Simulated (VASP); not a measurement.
A run of VASP 6.6.1:

The input INCAR:

```
SYSTEM = BiTe
PREC = Accurate ; ENCUT = 520
EDIFF = 1E-6 ; ISMEAR = -1
SIGMA = 0.03 ; LREAL = .FALSE.
LASPH = .TRUE. ; NELM = 80
ALGO = Normal ; ISIF = 2
LWAVE = .FALSE. ; LCHARG = .FALSE.
GGA = PE ; NBANDS = 18
```

The input KPOINTS:

```
regular mesh
0
G
  10 10 10
  0 0 0
```

File POSCAR:

```
BiTe
1.0
    0.0000000000      3.2350000000      3.2350000000
    3.2350000000      0.0000000000      3.2350000000
    3.2350000000      3.2350000000      0.0000000000
Bi Te
1 1
Direct
    0.0000000000      0.0000000000      0.0000000000
    0.5000000000      0.5000000000      0.5000000000
```

Potentials or basis: VASP PAW PBE potentials, release 64 (Bi_d, Te).

The run is started by

```console
$ cat potpaw_PBE.64/Bi_d/POTCAR potpaw_PBE.64/Te/POTCAR > POTCAR
$ mpirun -np 1 vasp_std > vasp.out
```

Hardware: 1 thread of Intel Xeon 8259CL, with other jobs on the host.

Q: Estimate the wall time of this run.

A: Run time: 54 s on 1 thread of Intel Xeon 8259CL (shared host), peak memory 0.23 GiB. Counts: scf iterations 11, k points 47.
